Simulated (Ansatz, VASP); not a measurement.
**MgO in VASP and in Ansatz**

Contents of INCAR:

```
SYSTEM = MgO
PREC = Accurate ; ENCUT = 520
EDIFF = 1E-6 ; ISMEAR = 0
SIGMA = 0.05 ; LREAL = .False.
LASPH = .True. ; NELM = 80
ALGO = Normal ; ISIF = 2
LWAVE = .False. ; LCHARG = .False.
GGA = PE ; NBANDS = 16
```

KPOINTS

```
Automatic mesh
0
Gamma
  9 9 6
  0 0 0
```

The input POSCAR:

```
MgO
1.0
    3.0832000000      0.0000000000      0.0000000000
   -1.5416000000      2.6701295249      0.0000000000
    0.0000000000      0.0000000000      4.7118000000
Mg O
2 2
Direct
    0.3333333333      0.6666666667      0.0063188013
    0.6666666667      0.3333333333      0.5063188013
    0.3333333333      0.6666666667      0.3982811987
    0.6666666667      0.3333333333      0.8982811987
```

Input for Ansatz:

```yaml
crystal:
  lattice:
    - [3.0832, 0.0, 0.0]
    - [-1.5416, 2.6701295249, 0.0]
    - [0.0, 0.0, 4.7118]
  atoms:
    - { symbol: Mg, position: [0.3333333333, 0.6666666667, 0.0063188013] }
    - { symbol: Mg, position: [0.6666666667, 0.3333333333, 0.5063188013] }
    - { symbol: O, position: [0.3333333333, 0.6666666667, 0.3982811987] }
    - { symbol: O, position: [0.6666666667, 0.3333333333, 0.8982811987] }
basis:
  ecutwfc: 520.0
kpoints:
  mp_grid: { grid: [9, 9, 6] }
hamiltonian:
  xc: pbe
  pseudopotentials: { kind: paw, azcp: { folder: soft_1 } }
scf:
  occupations: { method: gaussian, width: 0.05 }
output:
  forces: true
  stress: true
  eigenvalues: true
```

Alike in both runs: task single point; functional PBE; k mesh 9 × 9 × 6; occupations gaussian, width 0.05 eV; no spin polarisation.

```csv
,VASP,Ansatz
version,VASP 6.6.1,Ansatz 0.2.0
potentials or method,"VASP PAW PBE potentials, release 64 (Mg, O), cutoff 520 eV","scalar-relativistic, plane waves, PAW"
valence electrons in the cell,16,32
```

```csv
,VASP,Ansatz,Ansatz less VASP
gap on the k mesh at the Fermi level (eV),4.73,4.75,+0.011
least direct gap on the mesh (eV),4.73,4.75,+0.011
rms of the force components (eV/Å),0.257,0.253,-0.0039
```

Atom by atom the forces differ by 0.004 eV/Å (rms over components). VASP's potentials hold 16 valence electrons a cell and Ansatz's 32, so a difference there can come from the potentials and not from the codes.
